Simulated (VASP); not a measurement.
Set up this calculation in VASP 6.6.1, as the native input.

- Task: single point
- Functional: PBE
- Potentials or basis: VASP PAW PBE potentials, release 64 (Li_sv, Cl)
- Cutoff: 520 eV
- k mesh: 6 × 6 × 6
- Occupations: gaussian, width 0.01 eV
- Spin: no spin polarisation
- Dipole correction: no
- Further INCAR settings: ALGO = Normal; EDIFF = 1e-06; NBANDS = 12

The structure of LiCl lies in POSCAR:

```
LiCl
1.0
    0.0000000000      2.5910427516      2.5560252063
    2.5910427516      0.0000000000      2.5560252063
    2.5910427516      2.5910427516      0.0000000000
Li Cl
1 1
Direct
    0.0000000000      0.0000000000      0.0000000000
    0.5000000000      0.5000000000      0.5000000000
```

This cell differs from its parent crystal: biaxial xy strain +1.4%.

The input as run:

INCAR

```
SYSTEM = LiCl
PREC     = Accurate       ! precision mode
ENCUT    = 520            ! plane-wave cutoff, eV
EDIFF    = 1E-6           ! SCF threshold, eV
ISMEAR   = 0              ! smearing method
SIGMA    = 0.01           ! smearing width, eV
LREAL    = .FALSE.        ! projectors in reciprocal space
LASPH    = .TRUE.         ! aspherical terms in the spheres
NELM     = 60             ! most SCF steps
ALGO     = Normal         ! electronic algorithm
ISIF     = 2              ! what is computed and relaxed
LWAVE    = .FALSE.        ! write WAVECAR
LCHARG   = .FALSE.        ! write CHGCAR
GGA      = PE             ! functional
NBANDS   = 12             ! bands
```

KPOINTS

```
regular mesh
0
G
  6 6 6
  0 0 0
```

Potentials or basis: VASP PAW PBE potentials, release 64 (Li_sv, Cl).

Run with:

```bash
$ cat potpaw_PBE.64/Li_sv/POTCAR potpaw_PBE.64/Cl/POTCAR > POTCAR
$ mpirun -np 1 vasp_std > vasp.out
```

It gave:

| Property | Result |
| --- | --- |
| Band gap on the k mesh | 6.23 eV, direct |

Caveat: the cell differs from its parent crystal (biaxial xy strain +1.4%).

It took 14 s on 1 thread of AMD EPYC 7R43 64-Core Processor (Zen 3), with other jobs on the host, peak memory 0.12 GiB.
